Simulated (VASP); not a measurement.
## Re3B2: single point with PBE

Re3B2:

```
CELL_PARAMETERS angstrom
3.54298 0.00000 0.00000
-1.77149 3.06831 0.00000
0.00000 0.00000 5.60477
ATOMIC_POSITIONS crystal
Re 0.00000 0.00000 0.00000
Re 0.33333 0.66667 0.64922
Re 0.66667 0.33333 0.35078
B 0.33333 0.66667 0.22719
B 0.66667 0.33333 0.77281
```

* Program: VASP 6.6.1
* Task: single point
* Functional: PBE
* Potentials or basis: VASP PAW PBE potentials, release 64 (Re, B)
* Cutoff: 520 eV
* k mesh: 12 × 12 × 8
* Occupations: gaussian, width 0.1 eV
* Spin: no spin polarisation

The pressure is 0.8 GPa. The largest force is 0.061 eV/Å.

Forces on the atoms (eV/Å):
```
Re   0.000  0.000  0.000
Re   0.000  0.000 -0.061
Re   0.000  0.000  0.061
B    0.000  0.000 -0.057
B    0.000  0.000  0.057
```

Stress tensor (GPa, compression positive):
```
0.98 0.00 0.00
0.00 0.98 0.00
0.00 0.00 0.57
```

Levels at points of the mesh, in eV from the Fermi level:
```
           k point  band 9  band 10  band 11  band 12  band 13  band 14  band 15  band 16  band 17  band 18
(0.00, 0.00, 0.00)   -4.33    -2.85    -0.83     0.14     0.14     0.95     0.95     0.96     0.96     1.47
(0.50, 0.00, 0.00)   -2.84    -2.32    -2.00    -0.93    -0.60    -0.56     0.00     0.35     0.94     1.02
(0.00, 0.00, 0.50)   -2.92    -1.98    -1.98    -1.15    -1.02    -0.87    -0.87     0.02     3.85     3.85
(0.50, 0.00, 0.50)   -2.84    -2.51    -2.44    -0.81    -0.63    -0.38     0.31     0.58     0.97     1.39
```

Wall time 4.7 min on 1 thread of AMD EPYC 9R45 96-Core Processor (Zen 5), with other jobs on the host, peak memory 0.26 GiB.

Caveat: spin-orbit coupling is left out, which moves the levels of the heavy elements.
